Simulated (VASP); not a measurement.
Write the native input for VASP 6.6.1 that does the following.

```
Task                   : single point
Functional             : PBEsol
Potentials or basis    : VASP PAW PBE potentials, release 64 (Rh_pv)
Cutoff                 : 520 eV
k mesh                 : 15 × 15 × 8
Occupations            : fermi-dirac, width 0.1 eV
Spin                   : no spin polarisation
Dipole correction      : no
Further INCAR settings : ALGO = Normal; EDIFF = 1e-06; NBANDS = 22
```

The structure of Rh lies in POSCAR:

```
Rh
1.0
    2.6886965440      0.0000000000      0.0000000000
   -1.3443482720      2.3284795102      0.0000000000
    0.0000000000      0.0000000000      4.3369349237
Rh
2
Direct
    0.3333333333      0.6666666667      0.2500000000
    0.6666666667      0.3333333333      0.7500000000
```

This isn't the form of Rh at room conditions, which is fcc.

These files were run (other wordings do the same):

INCAR

```
SYSTEM = Rh
  ALGO = Normal
  EDIFF = 1E-6
  ENCUT = 520
  GGA = PS
  ISIF = 2
  ISMEAR = -1
  LASPH = .TRUE.
  LCHARG = .FALSE.
  LREAL = .FALSE.
  LWAVE = .FALSE.
  NBANDS = 22
  NELM = 80
  PREC = Accurate
  SIGMA = 0.1
```

KPOINTS

```
k-points
0
G
  15 15 8
  0 0 0
```

Potentials or basis: VASP PAW PBE potentials, release 64 (Rh_pv).

Run with:

```console
$ cat potpaw_PBE.64/Rh_pv/POTCAR > POTCAR
$ mpirun -np 1 vasp_std > vasp.out
```

It gave:

```yaml
Pressure: -0.2 GPa
Band_gap_on_the_k_mesh: zero (bands 15 and 16 overlap by 2.40 eV)
```

Caveat: the PAW data sets were made with another functional, which shifts forces and pressure a little.

Run time: 20 s on 1 thread of Intel(R) Xeon(R) 6975P-C (Granite Rapids), on a shared host, peak memory 0.18 GiB.
